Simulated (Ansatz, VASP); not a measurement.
Two plane-wave programs on Ga

The input INCAR:

```
SYSTEM = Ga
PREC = Accurate
ENCUT = 520
EDIFF = 1E-6
ISMEAR = -1
SIGMA = 0.1
LREAL = .False.
LASPH = .True.
NELM = 60
ALGO = Normal
ISIF = 2
LWAVE = .False.
LCHARG = .False.
GGA = RP
NBANDS = 34
```

Contents of KPOINTS:

```
regular mesh
0
Gamma
  10 10 9
  0 0 0
```

POSCAR

```
Ga
1.0
    2.4062080703     -4.0254029846      0.0000000000
    2.4062080703      4.0254029846      0.0000000000
    0.0000000000      0.0000000000      4.7207497985
Ga
4
Direct
    0.8438269408      0.1561730592      0.0823280072
    0.6561730592      0.3438269408      0.5823280072
    0.1561730592      0.8438269408      0.9176719928
    0.3438269408      0.6561730592      0.4176719928
```

Input for Ansatz:

```yaml
crystal:
  lattice:
    - [2.4062080703, -4.0254029846, 0.0]
    - [2.4062080703, 4.0254029846, 0.0]
    - [0.0, 0.0, 4.7207497985]
  atoms:
    - { symbol: Ga, position: [0.8438269408, 0.1561730592, 0.0823280072] }
    - { symbol: Ga, position: [0.6561730592, 0.3438269408, 0.5823280072] }
    - { symbol: Ga, position: [0.1561730592, 0.8438269408, 0.9176719928] }
    - { symbol: Ga, position: [0.3438269408, 0.6561730592, 0.4176719928] }
hamiltonian:
  xc: rpbe
  pseudopotentials:
    kind: paw
    azcp:
      Ga: "pseudopotentials/Ga.paw.azcp"
basis:
  ecutwfc: 420
  fft_grid_basis: typed
kpoints:
  mp_grid: { grid: [10, 10, 9], shift: [0, 0, 0] }
magnetization:
  spin_polarized: false
scf:
  occupations: { method: fermi_dirac, width: 0.1 }
output:
  stress: true
```

Alike in both runs: task single point; functional RPBE; k mesh 10 × 10 × 9; occupations fermi-dirac, width 0.1 eV; no spin polarisation.

|  | VASP | Ansatz |
| --- | --- | --- |
| version | VASP 6.6.1 | Ansatz 0.2.0 |
| potentials or method | VASP PAW PBE potentials, release 64 (Ga_d), cutoff 520 eV | plane waves (420 eV) with PAW, scalar-relativistic |
| valence electrons in the cell | 52 | 52 |

VASP gave:

```
pressure (GPa)                                                : -2.6
traceless stress, the component that is largest in VASP (GPa) : 0.21
```

Question: What did Ansatz give for the same quantities?

Answer: Pressure (GPa): -2.7; traceless stress, the component that is largest in VASP (GPa): 0.21.

VASP's potentials were made for PBE, not for RPBE. With one functional, cell and mesh, what is left measures potentials, basis and numerics.
